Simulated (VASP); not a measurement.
# Pt: single point with PBE

Crystal: Pt.

```
Pt
1.0
     0.00000    1.97258    1.97258
     1.95790    0.01468    1.95790
     1.95790    1.95790    0.01468
Pt
1
Direct
  0.00000 0.00000 0.00000
```

This cell differs from its parent crystal: strain +0.0150 x Voigt [0, 0, 0, 1, 0, 0].

```json
{
 "Program": "VASP 6.6.1",
 "Task": "single point",
 "Functional": "PBE",
 "Potentials or basis": "VASP PAW PBE potentials, release 64 (Pt)",
 "Cutoff": "520 eV",
 "k mesh": "10 × 10 × 10",
 "Occupations": "gaussian, width 0.15 eV",
 "Spin": "no spin polarisation",
 "Dipole correction": "no",
 "Further INCAR settings": "ALGO = Fast; EDIFF = 1e-07; NBANDS = 11"
}
```

| Quantity | Value |
| --- | --- |
| Pressure | 11.3 GPa |
| Band gap on the k mesh | zero (band 5 reaches 11.87 eV, above the bottom of band 6 at 9.63 eV) |

Stress tensor (GPa, compression positive):
```
11.13  0.00  0.00
 0.00 11.34 -1.37
 0.00 -1.37 11.34
```

Levels at points of the mesh, in eV from the Fermi level:
```csv
k point,band 1,band 2,band 3,band 4,band 5,band 6,band 7,band 8,band 9,band 10
"(0.00, 0.00, 0.00)",-10.29,-3.92,-3.84,-3.74,-1.66,-1.66,14.60,19.36,19.60,19.84
"(0.50, 0.00, 0.00)",-7.42,-3.98,-3.81,-0.58,-0.04,0.05,5.76,14.23,19.00,19.22
"(0.00, 0.50, 0.00)",-7.37,-4.00,-3.82,-0.45,0.00,0.08,5.97,14.12,18.78,18.99
"(0.50, 0.50, 0.00)",-7.15,-6.69,-0.02,0.48,0.49,1.75,8.92,11.39,11.39,20.19
"(0.00, 0.50, 0.50)",-7.15,-6.69,-0.01,0.47,0.49,1.75,8.91,11.11,11.67,20.17
```

It took 20 s on 1 thread of Intel(R) Xeon(R) Platinum 8375C CPU @ 2.90GHz (Ice Lake), on a shared host, peak memory 0.16 GiB.

Caveat: the cell differs from its parent crystal (strain +0.0150 x Voigt [0, 0, 0, 1, 0, 0]); spin-orbit coupling is left out, which moves the levels of the heavy elements.
